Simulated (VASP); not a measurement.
# LaIn2Hg2 in VASP: notebook, part 2 of 2

VASP 6.6.1. The steps go on from the part before.

## Step 3: Single point, PBE

This run uses another cell than the first one, of 32.76 Å³/atom, 1.030 times its volume.

INCAR

```
ALGO = Normal
EDIFF = 1E-6
ENCUT = 520
GGA = PE
ISIF = 2
ISMEAR = 0
LASPH = T
LCHARG = T
LELF = T
LREAL = F
LVHAR = T
LWAVE = F
NBANDS = 38
NELM = 60
PREC = Accurate
SIGMA = 0.1
```

KPOINTS

```
k-points
0
Gamma
  3 3 3
```

POSCAR

```
LaIn2Hg2
1.0
    5.9746640000      0.8696930000      0.2970640000
   -0.7434370000      4.6203950000      0.7719740000
   -1.1251720000     -0.4836930000      5.6872600000
In La Hg
2 1 2
Direct
    0.9241349898      0.3861165964      0.5016341419
    0.5048580509      0.5098350561      0.7194064348
    0.8003503787      0.9475447751      0.0631439014
    0.3480127461      0.9360073401      0.3293636323
    0.2469790639      0.9883723167      0.8005997054
```

Potentials or basis: VASP PAW PBE potentials, release 64 (In_d, La, Hg).

The run is started by

```sh
> cat potpaw_PBE.64/In_d/POTCAR potpaw_PBE.64/La/POTCAR potpaw_PBE.64/Hg/POTCAR > POTCAR
> mpirun -np 1 vasp_std > vasp.out
```

OUTCAR:

```text
EDIFF = 1E-6
   ENCUT = 520
   GGA = PE
   ISIF = 2
   ISMEAR = 0
   LASPH = T
   LREAL = F
   NELM = 60
   PREC = Accurate

 ion  position               nearest neighbor table
   1  0.924  0.386  0.502-   5 2.95   2 3.09   3 3.45   3 3.48   2 3.61   4 3.67   4 3.81   3 3.85
                             5 3.87
   2  0.505  0.510  0.719-   5 2.88   4 2.92   5 2.95   1 3.09   3 3.35   3 3.48   1 3.61   4 3.75

   3  0.800  0.948  0.063-   5 3.30   4 3.34   2 3.35   4 3.43   5 3.45   1 3.45   2 3.48   1 3.48
                             1 3.85
   4  0.348  0.936  0.329-   2 2.92   5 2.94   5 3.03   3 3.34   3 3.43   1 3.67   2 3.75   1 3.81

   5  0.247  0.988  0.801-   2 2.88   4 2.94   1 2.95   2 2.95   4 3.03   3 3.30   3 3.45   1 3.87

  LATTYP: Found a triclinic cell.
 ALAT       =     5.8176367414
 B/A-ratio  =     1.5498205387
 C/A-ratio  =     1.6085484728
 COS(alpha) =     0.0058059153
 COS(beta)  =     0.5764617856
 COS(gamma) =     0.7492082216

  Lattice vectors:

 A1 = (   1.1251720000,   0.4836930000,  -5.6872600000)
 A2 = (   7.0998360000,   1.3533860000,  -5.3901960000)
 A3 = (  -4.1060550000,  -5.0063950000,  -6.7562980000)

Analysis of symmetry for initial positions (statically):
=====================================================================
 Subroutine PRICEL returns:
 Original cell was already a primitive cell.

 Routine SETGRP: Setting up the symmetry group for a
 triclinic supercell.

 Subroutine GETGRP returns: Found  1 space group operations
 (whereof  1 operations were pure point group operations)
 out of a pool of  2 trial point group operations.

The static configuration has the point symmetry C_1 .

Analysis of symmetry for dynamics (positions and initial velocities):
=====================================================================
 Subroutine PRICEL returns:
 Original cell was already a primitive cell.

[... 120 lines left out ...]
   IMIX   =      4    mixing-type and parameters
     AMIX     =   0.40;   BMIX     =  1.00
     AMIX_MAG =   1.60;   BMIX_MAG =  1.00
  volume/ion in A,a.u.               =      32.76       221.08
  Fermi-wavevector in a.u.,A,eV,Ry     =   1.177818  2.225752 18.874738  1.387254
  Thomas-Fermi vector in A             =   2.314157
   LORBIT       =      0    0 simple, 1 ext, 2 COOP (PROOUT), +10 PAW based schemes
   GGA     = PE    functional components
   LHFCALC =     F    Hartree Fock is set to
   AEXX    =    0.0000 exact exchange contribution
   IVDW    =     0    specifies the selected vdW correction
   LEPSILON=     F    determine dielectric tensor
   LRPA    =     F    only Hartree local field effects (RPA)
 non-spin polarized calculation
 Gauss-broadening in eV      SIGMA  =   0.10
  energy-cutoff  :      520.00
  volume of cell :      163.80
 maximum number of plane-waves:      4429
 NGX is ok and might be reduce to    48
   NGX = 23   NGY = 17   NGZ = 21

 number of electron      61.0000002 magnetization

 Free energy of the ion-electron system (eV)
  ---------------------------------------------------
  ext. energy  EPLUGINS =         0.00000000
  ---------------------------------------------------
  free energy    TOTEN  =       -10.84174420 eV

  energy without entropy =      -10.82842858  energy(sigma->0) =      -10.83508639

 E-fermi :   4.5099     XC(G=0):  -9.2871

 val. band max:        4.3871800383   @ k =   0.0000   0.0000   0.3333
 cond. band min:       4.5521681990   @ k =  -0.0000  -0.3333   0.3333
 fundamental gap:      0.1649881607
 Fermi energy:         4.5099068292

 k-point     1 :       0.0000    0.0000    0.0000
  band No.  band energies     occupation
      1     -29.0830      2.00000
      2     -12.7903      2.00000
      3     -12.7730      2.00000
      4     -12.6870      2.00000
      5     -10.1080      2.00000
      6     -10.0608      2.00000
[... 563 lines left out ...]
     37       5.6737      0.00000
     38       5.6894      0.00000

------------------------ aborting loop because EDIFF is reached ----------------------------------------

  FORCE on cell =-STRESS in cart. coord.  units (eV):
  Direction    XX          YY          ZZ          XY          YZ          ZX
  --------------------------------------------------------------------------------------
  -------------------------------------------------------------------------------------
  Total       -2.1036077     -0.7772036     -0.2559841     -0.4127649     -0.4943256     -0.3642956
  in kB      -20.5757186     -7.6019515     -2.5038212     -4.0373185     -4.8350765     -3.5632328
  external PRESSURE =     -10.2271637 kB  Pullay stress =       0.0000000 kB

 VOLUME and BASIS-vectors are now :
 -----------------------------------------------------------------------------
  energy-cutoff  :      520.00
  volume of cell :      163.80
      direct lattice vectors                 reciprocal lattice vectors
     5.974664000  0.869693000  0.297064000     0.162700807  0.020509562  0.033933164
    -0.743437000  4.620395000  0.771974000    -0.031073155  0.209482348  0.011668625
    -1.125172000 -0.483693000  5.687260000    -0.004280600 -0.029505874  0.172475288

 POSITION                                       TOTAL-FORCE (eV/Angst)
 -----------------------------------------------------------------------------------
      4.66992      2.34509      3.42552        -0.007707      0.154632      0.064084
      1.82787      2.44674      4.63501         0.402989     -0.277455      0.129992
      4.00634      5.04355      1.32835        -0.003791      0.010714     -0.109312
      1.01281      4.46808      2.69913         0.023543      0.123592     -0.396768
     -0.15999      4.39422      5.38958        -0.415035     -0.011482      0.312004
 -----------------------------------------------------------------------------------
    total drift:                               -0.000252      0.001030      0.000000

  FREE ENERGIE OF THE ION-ELECTRON SYSTEM (eV)
  ---------------------------------------------------
  free  energy   TOTEN  =       -10.8417442006 eV

  energy  without entropy=      -10.8284285800  energy(sigma->0) =      -10.83508639
```

Wall time 60 s (1 thread of Intel Xeon 6975P-C (Granite Rapids), shared host); peak memory 0.33 GiB.

Results:

* Free energy: -10.8417 eV
* Pressure: -1.0 GPa
* Largest force: 0.519 eV/Å

Forces on the atoms (eV/Å):
```
In  -0.008  0.155  0.064
In   0.403 -0.277  0.130
La  -0.004  0.011 -0.109
Hg   0.024  0.124 -0.397
Hg  -0.415 -0.011  0.312
```

Stress tensor (GPa, compression positive):
```
-2.06 -0.40 -0.36
-0.40 -0.76 -0.48
-0.36 -0.48 -0.25
```

Levels at points of the mesh, in eV from the Fermi level:
| k point | band 27 | band 28 | band 29 | band 30 | band 31 | band 32 | band 33 | band 34 |
| --- | --- | --- | --- | --- | --- | --- | --- | --- |
| (0.00, 0.00, 0.00) | -3.15 | -2.25 | -1.42 | -0.73 | 0.09 | 0.47 | 0.84 | 1.05 |

Caveat: the k points lie up to 0.44 Å⁻¹ apart; spin-orbit coupling is left out, which moves the levels of the heavy elements.

## Step 4: Single point, PBE

This run uses another cell than the first one, of 33.26 Å³/atom, 1.046 times its volume.

INCAR

```
ALGO     = Normal         # electronic algorithm
EDIFF    = 1E-6           # SCF threshold, eV
ENCUT    = 520            # plane-wave cutoff, eV
GGA      = PE             # functional
ISIF     = 2              # what is computed and relaxed
ISMEAR   = 0              # smearing method
LASPH    = T              # aspherical terms in the spheres
LCHARG   = T              # write CHGCAR
LELF     = T              # ELF
LREAL    = F              # projectors in reciprocal space
LVHAR    = T            
LWAVE    = F              # write WAVECAR
NBANDS   = 38             # bands
NELM     = 60             # most SCF steps
PREC     = Accurate       # precision mode
SIGMA    = 0.1            # smearing width, eV
```

KPOINTS is that of step 3.

POSCAR

```
LaIn2Hg2
1.0
    6.0047020000      0.8740650000      0.2985580000
   -0.7471750000      4.6436250000      0.7758550000
   -1.1308290000     -0.4861250000      5.7158530000
In La Hg
2 1 2
Direct
    0.9233244831      0.3767718063      0.4975419765
    0.5038366791      0.5155298667      0.7176001734
    0.7975725118      0.9482754400      0.0588794191
    0.3486572411      0.9369432446      0.3307054066
    0.2449074292      0.9933276074      0.8008987874
```

The run is started by

```sh
> cat potpaw_PBE.64/In_d/POTCAR potpaw_PBE.64/La/POTCAR potpaw_PBE.64/Hg/POTCAR > POTCAR
> mpirun -np 1 vasp_std > vasp.out
```

Run time: 65 s. Hardware: 1 thread of Intel Xeon 6975P-C (Granite Rapids), shared host; peak memory 0.33 GiB.

Results (log left out):

| Item | Value |
| --- | --- |
| Free energy | -10.8085 eV |
| Pressure | -1.4 GPa |
| Largest force | 0.545 eV/Å |

Forces on the atoms (eV/Å):
```
In  -0.087  0.210  0.053
In   0.413 -0.332  0.124
La   0.013 -0.011 -0.073
Hg  -0.002  0.147 -0.443
Hg  -0.337 -0.014  0.339
```

Stress tensor (GPa, compression positive):
```
-2.49 -0.38 -0.27
-0.38 -1.13 -0.37
-0.27 -0.37 -0.56
```

Levels at points of the mesh, in eV from the Fermi level:
| k point | band 26 | band 27 | band 28 | band 29 | band 30 | band 31 | band 32 | band 33 | band 34 | band 35 |
| --- | --- | --- | --- | --- | --- | --- | --- | --- | --- | --- |
| (0.00, 0.00, 0.00) | -4.02 | -3.17 | -2.29 | -1.40 | -0.73 | 0.11 | 0.44 | 0.82 | 1.04 | 1.06 |

Caveat: the k points lie up to 0.44 Å⁻¹ apart; spin-orbit coupling is left out, which moves the levels of the heavy elements.

## Step 5: Summary

```csv
cell,gap on the mesh (eV),pressure (GPa),largest force (eV/Å)
"a = 5.986, b = 4.697, c = 5.761 Å, angles 83.8, 98.9, 90.4°, 5 atoms",none,-0.1,0.58
"a = 6.045, b = 4.743, c = 5.818 Å, angles 83.8, 98.9, 90.4°, 5 atoms",none,-1.0,0.52
"a = 6.075, b = 4.767, c = 5.847 Å, angles 83.8, 98.9, 90.4°, 5 atoms",none,-1.4,0.54
```

Alike in all rows: task single point; level PBE; potentials or basis VASP PAW PBE potentials, release 64 (In_d, La, Hg); no spin polarisation; k mesh 3 × 3 × 3; cutoff (eV) 520; smearing gaussian 0.1 eV.

Caveats: all runs use coarse meshes; spin-orbit coupling is left out, which moves the levels of the heavy elements.

Total energies depend on the potentials used, so only differences within one code and one set of settings carry meaning.
